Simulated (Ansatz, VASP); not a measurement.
**Two plane-wave programs on CdTeF6**

INCAR

```
SYSTEM = CdTeF6
ALGO = Normal
EDIFF = 1E-7
ENCUT = 520
GGA = PE
ISIF = 2
ISMEAR = 0
LASPH = .TRUE.
LCHARG = .FALSE.
LREAL = .FALSE.
LWAVE = .FALSE.
NBANDS = 40
NELM = 80
PREC = Accurate
SIGMA = 0.1
```

Contents of KPOINTS:

```
k-points
0
G
  4 4 4
  0 0 0
```

POSCAR

```
CdTeF6
1.0
    0.0000000000      4.2826493900      4.2826493900
    4.2826493900      0.0000000000      4.2826493900
    4.2826493900      4.2826493900      0.0000000000
Cd Te F
1 1 6
Direct
    0.0000000000      0.0000000000      0.0000000000
    0.5000000000      0.5000000000      0.5000000000
    0.7476230900      0.2523769100      0.2523769100
    0.2523769100      0.7476230900      0.7476230900
    0.2523769100      0.7476230900      0.2523769100
    0.7476230900      0.2523769100      0.7476230900
    0.2523769100      0.2523769100      0.7476230900
    0.7476230900      0.7476230900      0.2523769100
```

Input for Ansatz:

```yaml
crystal:
  lattice:
    - [0.0, 4.28264939, 4.28264939]
    - [4.28264939, 0.0, 4.28264939]
    - [4.28264939, 4.28264939, 0.0]
  atoms:
    - { symbol: Cd, position: [0.0, 0.0, 0.0] }
    - { symbol: Te, position: [0.5, 0.5, 0.5] }
    - { symbol: F, position: [0.74762309, 0.25237691, 0.25237691] }
    - { symbol: F, position: [0.25237691, 0.74762309, 0.74762309] }
    - { symbol: F, position: [0.25237691, 0.74762309, 0.25237691] }
    - { symbol: F, position: [0.74762309, 0.25237691, 0.74762309] }
    - { symbol: F, position: [0.25237691, 0.25237691, 0.74762309] }
    - { symbol: F, position: [0.74762309, 0.74762309, 0.25237691] }
basis:
  ecutwfc: 420
kpoints:
  mp_grid: { grid: [4, 4, 4] }
hamiltonian:
  xc: pbe
scf:
  occupations: { method: gaussian, width: 0.1 }
  lower_state_search: "off"
output:
  forces: true
  stress: true
  eigenvalues: true
```

Change from the starting cell: species swapped into the MgZrF6 type (Fm-3m, No. 225).

Alike in both runs: task single point; functional PBE; k mesh 4 × 4 × 4; occupations gaussian, width 0.1 eV; no spin polarisation.

|  | VASP | Ansatz |
| --- | --- | --- |
| version | VASP 6.6.1 | Ansatz 0.2.0 |
| potentials or method | VASP PAW PBE potentials, release 64 (Cd, Te, F), cutoff 520 eV | scalar-relativistic, plane waves, PAW |
| valence electrons in the cell | 60 | 78 |

Ansatz gave:

| Item | Value |
| --- | --- |
| gap on the k mesh at the Fermi level (eV) | 2.84 |
| least direct gap on the mesh (eV) | 3.87 |
| pressure (GPa) | 1.5 |
| rms of the force components (eV/Å) | 0.561 |

Problem. Estimate VASP's values.

Solution. gap on the k mesh at the Fermi level (eV): 2.82; least direct gap on the mesh (eV): 3.86; pressure (GPa): 1.4; rms of the force components (eV/Å): 0.629.

Atom by atom the forces differ by 0.068 eV/Å (rms over components). VASP's potentials hold 60 valence electrons a cell and Ansatz's 78, so a difference there can come from the potentials and not from the codes.

Neither program's run includes spin-orbit coupling.
